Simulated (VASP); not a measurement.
# Be2C (Fm-3m) in VASP: further runs

The runs below take Be2C through relaxation of cell and atoms, with RPBE, LDA.

Program: VASP 6.6.1. These are calculated values, not measurements. Logs are shortened: lines on timing, memory, paths and dates and some standing lists are left out, and cuts for length are marked.

## 1. The cell of the first run

It takes space group Fm-3m (No. 225, cubic). The conventional cell has a = 4.330 Å, b = 4.330 Å, c = 4.330 Å, α = 90.00°, β = 90.00°, γ = 90.00°. Within 2.5 Å of Be (site symmetry -43m) lie 4 C at 1.87 Å and 6 Be at 2.17 Å. C (site symmetry m-3m) has 8 Be at 1.87 Å within 2.5 Å.

## 2. Relaxation of cell and atoms, RPBE

Input file INCAR:

```
PREC = Accurate ; ENCUT = 600
EDIFF = 1E-7 ; ISMEAR = 0
SIGMA = 0.01 ; LREAL = False
LASPH = True ; NELM = 120
ALGO = Normal ; ISIF = 3
LWAVE = False ; LCHARG = False
GGA = RP ; IBRION = 2
NSW = 80 ; EDIFFG = -0.01
GGA_COMPAT = False ; NELMIN = 4
```

Input file KPOINTS:

```
regular mesh
0
Gamma
  8 8 8
```

Input file POSCAR:

```
Be2C
1.0
    0.0000000000      2.1650000000      2.1650000000
    2.1650000000      0.0000000000      2.1650000000
    2.1650000000      2.1650000000      0.0000000000
Be C
2 1
Direct
    0.2500000000      0.2500000000      0.2500000000
    0.7500000000      0.7500000000      0.7500000000
    0.0000000000      0.0000000000      0.0000000000
```

Potentials or basis: VASP PAW PBE potentials, release 64 (Be, C).

On the command line:

```console
> cat potpaw_PBE.64/Be/POTCAR potpaw_PBE.64/C/POTCAR > POTCAR
> mpirun -np 1 vasp_std > vasp.out
```

OUTCAR:

```text
PREC = Accurate
   ENCUT = 600
   EDIFF = 1E-7
   ISMEAR = 0
   LREAL = False
   LASPH = True
   NELM = 120
   ISIF = 3
   GGA = RP
   IBRION = 2
   NSW = 80
   EDIFFG = -0.01
   NELMIN = 4

 ion  position               nearest neighbor table
   1  0.250  0.250  0.250-   3 1.87   3 1.87   3 1.87   3 1.87   2 2.17   2 2.17   2 2.17   2 2.17
                             2 2.17   2 2.17
   2  0.750  0.750  0.750-   3 1.87   3 1.87   3 1.87   3 1.87   1 2.17   1 2.17   1 2.17   1 2.17
                             1 2.17   1 2.17
   3  0.000  0.000  0.000-   2 1.87   2 1.87   2 1.87   1 1.87   2 1.87   1 1.87   1 1.87   1 1.87

  LATTYP: Found a face centered cubic cell.
 ALAT       =     4.3300000000

  Lattice vectors:

 A1 = (   0.0000000000,   2.1650000000,   2.1650000000)
 A2 = (   2.1650000000,   0.0000000000,   2.1650000000)
 A3 = (   2.1650000000,   2.1650000000,   0.0000000000)

Analysis of symmetry for initial positions (statically):
=====================================================================
 Subroutine PRICEL returns:
 Original cell was already a primitive cell.

 Routine SETGRP: Setting up the symmetry group for a
 face centered cubic supercell.

 Subroutine GETGRP returns: Found 48 space group operations
 (whereof 48 operations were pure point group operations)
 out of a pool of 48 trial point group operations.

The static configuration has the point symmetry O_h .

Analysis of symmetry for dynamics (positions and initial velocities):
=====================================================================
 Subroutine PRICEL returns:
 Original cell was already a primitive cell.

 Routine SETGRP: Setting up the symmetry group for a
 face centered cubic supercell.

 Subroutine GETGRP returns: Found 48 space group operations
 (whereof 48 operations were pure point group operations)
 out of a pool of 48 trial point group operations.

The dynamic configuration has the point symmetry O_h .

 Subroutine INISYM returns: Found 48 space group operations
 (whereof 48 operations are pure point group operations),
 and found     1 'primitive' translations

----------------------------------------------------------------------------------------

                                     Primitive cell

  volume of cell :      20.2957

  direct lattice vectors                    reciprocal lattice vectors
     0.000000000  2.165000000  2.165000000    -0.230946882  0.230946882  0.230946882
     2.165000000  0.000000000  2.165000000     0.230946882 -0.230946882  0.230946882
     2.165000000  2.165000000  0.000000000     0.230946882  0.230946882 -0.230946882

  length of vectors
     3.061772363  3.061772363  3.061772363     0.400011734  0.400011734  0.400011734

  position of ions in fractional coordinates (direct lattice)
     0.250000000  0.250000000  0.250000000
     0.750000000  0.750000000  0.750000000
     0.000000000  0.000000000  0.000000000

  ion indices of the primitive-cell ions
   primitive index   ion index
                 1           1
                 2           2
                 3           3

----------------------------------------------------------------------------------------

 KPOINTS: regular mesh

Automatic generation of k-mesh.
 Grid dimensions read from file:
 generate k-points for:    8    8    8

 Generating k-lattice:

  Cartesian coordinates                     Fractional coordinates (reciprocal lattice)
    -0.028868360  0.028868360  0.028868360     0.125000000  0.000000000  0.000000000
     0.028868360 -0.028868360  0.028868360     0.000000000  0.125000000  0.000000000
     0.028868360  0.028868360 -0.028868360     0.000000000  0.000000000  0.125000000

  Length of vectors
     0.050001467  0.050001467  0.050001467

  Shift w.r.t. Gamma in fractional coordinates (k-lattice)
     0.000000000  0.000000000  0.000000000

 Subroutine IBZKPT returns following result:
 ===========================================

 Found     29 irreducible k-points:

 Following reciprocal coordinates:
            Coordinates               Weight
  0.000000  0.000000  0.000000      1.000000
  0.125000  0.000000  0.000000      8.000000
  0.250000  0.000000  0.000000      8.000000
  0.375000  0.000000  0.000000      8.000000
  0.500000  0.000000  0.000000      4.000000
  0.125000  0.125000  0.000000      6.000000
[... 16 lines left out ...]
  0.500000  0.250000  0.125000     48.000000
 -0.375000  0.250000  0.125000     24.000000
 [... further k-points ...]
   k-points           NKPTS =     29   k-points in BZ     NKDIM =     29   number of bands    NBANDS=      8
   number of dos      NEDOS =    301   number of ions     NIONS =      3
   total plane-waves  NPLWV =  13824
   dimension x,y,z NGX =    24 NGY =   24 NGZ =   24
   dimension x,y,z NGXF=    48 NGYF=   48 NGZF=   48
   ions per type =               2   1
   NGX,Y,Z   is equivalent  to a cutoff of  13.03, 13.03, 13.03 a.u.
   NGXF,Y,Z  is equivalent  to a cutoff of  26.06, 26.06, 26.06 a.u.
 SYSTEM =  unknown system
   PREC   = accura    normal or accurate (medium, high low for compatibility)
   ISTART =      0    job   : 0-new  1-cont  2-samecut
   ICHARG =      2    charge: 1-file 2-atom 10-const
   ISPIN  =      1    spin polarized calculation?
   LNONCOLLINEAR =      F non collinear calculations
   LSORBIT =      F    spin-orbit coupling
   LASPH  =      T    aspherical Exc in radial PAW
   ENCUT  =  600.0 eV  44.10 Ry    6.64 a.u.   6.12  6.12  6.12*2*pi/ulx,y,z
   NELM   =    120;   NELMIN=  4; NELMDL= -5     # of ELM steps
   EDIFF  = 0.1E-06   stopping-criterion for ELM
   LREAL  =      F    real-space projection
   EDIFFG = -.1E-01   stopping-criterion for IOM
   NSW    =     80    number of steps for IOM
   IBRION =      2    ionic relax: 0-MD 1-quasi-New 2-CG
   NFREE  =      1    steps in history (QN), initial steepest desc. (CG)
   ISIF   =      3    stress and relaxation
   ISYM   =      2    0-nonsym 1-usesym 2-fastsym
   POTIM  = 0.5000    time-step for ionic-motion
   TEBEG  =    0.0;   TEEND  =   0.0 temperature during run
   PSTRESS=    0.0 pullay stress
   NELECT =       8.0000    total number of electrons
   NUPDOWN=      -1.0000    fix difference up-down
   EMIN   =  10.00;   EMAX   =-10.00  energy-range for DOS
   EFERMI =   0.00;   METHOD = LEGACY
   ISMEAR =     0;   SIGMA  =   0.01  broadening in eV -4-tet -1-fermi 0-gaus
   EFERMI_NEDOS =   21; number of points for ismear=-14 and -15
   IALGO  =     38    algorithm
   IMIX   =      4    mixing-type and parameters
     AMIX     =   0.40;   BMIX     =  1.00
     AMIX_MAG =   1.60;   BMIX_MAG =  1.00
  volume/ion in A,a.u.               =       6.77        45.65
  Fermi-wavevector in a.u.,A,eV,Ry     =   1.200338  2.268310 19.603432  1.440812
  Thomas-Fermi vector in A             =   2.336177
   LORBIT       =      0    0 simple, 1 ext, 2 COOP (PROOUT), +10 PAW based schemes
   GGA     = RP    functional components
   LHFCALC =     F    Hartree Fock is set to
   AEXX    =    0.0000 exact exchange contribution
   IVDW    =     0    specifies the selected vdW correction
   LEPSILON=     F    determine dielectric tensor
   LRPA    =     F    only Hartree local field effects (RPA)
 conjugate gradient relaxation of ions
 non-spin polarized calculation
 Gauss-broadening in eV      SIGMA  =   0.01
  energy-cutoff  :      600.00
  volume of cell :       20.30
 maximum number of plane-waves:       700
   NGX = 13   NGY = 13   NGZ = 13

--------------------------------------- Ionic step        1  -------------------------------------------

 number of electron       8.0000000 magnetization

 Free energy of the ion-electron system (eV)
  ---------------------------------------------------
  ext. energy  EPLUGINS =         0.00000000
  ---------------------------------------------------
  free energy    TOTEN  =       -16.44759568 eV

  energy without entropy =      -16.44759568  energy(sigma->0) =      -16.44759568

------------------------ aborting loop because EDIFF is reached ----------------------------------------

  FORCE on cell =-STRESS in cart. coord.  units (eV):
  Direction    XX          YY          ZZ          XY          YZ          ZX
  --------------------------------------------------------------------------------------
  -------------------------------------------------------------------------------------
  Total        0.5162762      0.5162762      0.5162762      0.0000000     -0.0000000      0.0000000
  in kB       40.7557588     40.7557588     40.7557588      0.0000000     -0.0000000      0.0000000
  external PRESSURE =      40.7557588 kB  Pullay stress =       0.0000000 kB
[... 59 lines left out ...]
  energy  without entropy=      -16.4525182712  energy(sigma->0) =      -16.45251827

--------------------------------------- Ionic step        3  -------------------------------------------

 number of electron       8.0000001 magnetization

 Free energy of the ion-electron system (eV)
  ---------------------------------------------------
  ext. energy  EPLUGINS =         0.00000000
  ---------------------------------------------------
  free energy    TOTEN  =       -16.45277639 eV

  energy without entropy =      -16.45277639  energy(sigma->0) =      -16.45277639

 E-fermi :   7.7526     XC(G=0): -11.3356

 val. band max:        7.6283444894   @ k =   0.0000   0.0000   0.0000
 cond. band min:       8.7619084967   @ k =   0.5000   0.5000   0.0000
 fundamental gap:      1.1335640073
 Fermi energy:         7.7526425367

 k-point     1 :       0.0000    0.0000    0.0000
  band No.  band energies     occupation
      1      -7.3201      2.00000
      2       7.6283      2.00000
      3       7.6283      2.00000
      4       7.6283      2.00000
      5      11.7771      0.00000
      6      11.7771      0.00000
      7      11.7771      0.00000
      8      14.1271      0.00000
[... 243 lines left out ...]
 k-point    24 :      -0.3750    0.2500    0.1250
  band No.  band energies     occupation
      1      -4.0556      2.00000
      2      -0.2980      2.00000
      3       3.5601      2.00000
      4       4.3079      2.00000
      5      12.7390      0.00000
      6      14.1123      0.00000
      7      17.2505      0.00000
      8      18.1456      0.00000

 [... further k-points ...]

------------------------ aborting loop because EDIFF is reached ----------------------------------------

  FORCE on cell =-STRESS in cart. coord.  units (eV):
  Direction    XX          YY          ZZ          XY          YZ          ZX
  --------------------------------------------------------------------------------------
  -------------------------------------------------------------------------------------
  Total        0.0024910      0.0024910      0.0024910     -0.0000000     -0.0000000      0.0000000
  in kB        0.1927063      0.1927063      0.1927063     -0.0000000     -0.0000000      0.0000000
  external PRESSURE =       0.1927063 kB  Pullay stress =       0.0000000 kB
[... 18 lines left out ...]
  FREE ENERGIE OF THE ION-ELECTRON SYSTEM (eV)
  ---------------------------------------------------
  free  energy   TOTEN  =       -16.4527763857 eV

  energy  without entropy=      -16.4527763857  energy(sigma->0) =      -16.45277639

 reached required accuracy - stopping structural energy minimisation
```

Run time: 7.6 s. Hardware: 1 thread of Intel Xeon 8259CL, shared host; peak memory 0.13 GiB.

Results:

```yaml
Free_energy: -16.4528 eV
Relaxed_volume: 6.90 Å³/atom
Relaxed_cell: a = 3.082 Å, b = 3.082 Å, c = 3.082 Å, α = 60.00°, β = 60.00°, γ = 60.00°
Space_group_after_relaxing_to_0.1_Å: Fm-3m (No. 225)
Energy_gained_by_relaxing: 1.7 meV/atom
Ionic_steps: 3
Pressure_after_relaxing: 0.0 GPa
Band_gap_on_the_k_mesh: 1.13 eV (least direct gap 4.15 eV)
```

Step by step:
| step | energy change (eV) | largest force (eV/Å) | pressure (GPa) | volume (Å³) |
| --- | --- | --- | --- | --- |
| 1 | 0.0000 | 0.0000 | 4.08 | 20.30 |
| 2 | -0.0049 | 0.0000 | -0.87 | 20.81 |
| 3 | -0.0052 | 0.0000 | 0.02 | 20.71 |

Final structure:
```
CELL_PARAMETERS angstrom
0.00000 2.17965 2.17965
2.17965 0.00000 2.17965
2.17965 2.17965 0.00000
ATOMIC_POSITIONS crystal
Be 0.25000 0.25000 0.25000
Be 0.75000 0.75000 0.75000
C 0.00000 0.00000 0.00000
```

Caveat: the PAW data sets were made with another functional, which shifts forces and pressure a little. Zero-point motion and thermal expansion aren't in these numbers.

## 3. Relaxation of cell and atoms, LDA

Input file INCAR:

```
ALGO = Normal
EDIFF = 1E-7
EDIFFG = -0.01
ENCUT = 600
GGA_COMPAT = False
IBRION = 2
ISIF = 3
ISMEAR = 0
LASPH = True
LCHARG = False
LREAL = False
LWAVE = False
NELM = 120
NELMIN = 4
NSW = 80
PREC = Accurate
SIGMA = 0.01
```

Input file KPOINTS:

```
k-points
0
Gamma
  8 8 8
```

POSCAR is that of step 2.

Potentials or basis: VASP PAW LDA potentials, release 64 (Be, C).

On the command line:

```console
> cat potpaw_LDA.64/Be/POTCAR potpaw_LDA.64/C/POTCAR > POTCAR
> mpirun -np 1 vasp_std > vasp.out
```

Run time: 6.7 s. Hardware: 1 thread of Intel Xeon 8259CL, shared host; peak memory 0.13 GiB.

It converged, with:

```
Free energy                           : -19.4331 eV
Relaxed volume                        : 6.49 Å³/atom
Relaxed cell                          : a = 3.020 Å, b = 3.020 Å, c = 3.020 Å, α = 60.00°, β = 60.00°, γ = 60.00°
Space group after relaxing (to 0.1 Å) : Fm-3m (No. 225)
Energy gained by relaxing             : 7.2 meV/atom
Ionic steps                           : 3
Pressure after relaxing               : 0.0 GPa
Band gap on the k mesh                : 1.20 eV (least direct gap 4.10 eV)
```

The path:
```
step  energy change (eV)  largest force (eV/Å)  pressure (GPa)  volume (Å³)
   1              0.0000                0.0000           -8.22        20.30
   2             -0.0203                0.0000            2.15        19.29
   3             -0.0215                0.0000            0.01        19.48
```

Final structure:
```yaml
crystal:
  lattice:
    - [0.00000, 2.13563, 2.13563]
    - [2.13563, 0.00000, 2.13563]
    - [2.13563, 2.13563, 0.00000]
  atoms:
    - { symbol: Be, position: [0.25000, 0.25000, 0.25000] }
    - { symbol: Be, position: [0.75000, 0.75000, 0.75000] }
    - { symbol: C, position: [0.00000, 0.00000, 0.00000] }
```

Levels at points of the mesh, in eV from the valence-band top:
| k point | band 1 | band 2 | band 3 | band 4 | band 5 | band 6 | band 7 | band 8 |
| --- | --- | --- | --- | --- | --- | --- | --- | --- |
| (0.00, 0.00, 0.00) | -15.16 | 0.00 | 0.00 | 0.00 | 4.10 | 4.10 | 4.10 | 7.32 |
| (0.50, 0.00, 0.00) | -12.20 | -8.94 | -1.91 | -1.91 | 5.00 | 5.00 | 7.57 | 9.97 |
| (0.50, 0.50, 0.00) | -11.47 | -6.84 | -4.91 | -4.91 | 1.20 | 6.09 | 13.52 | 13.52 |
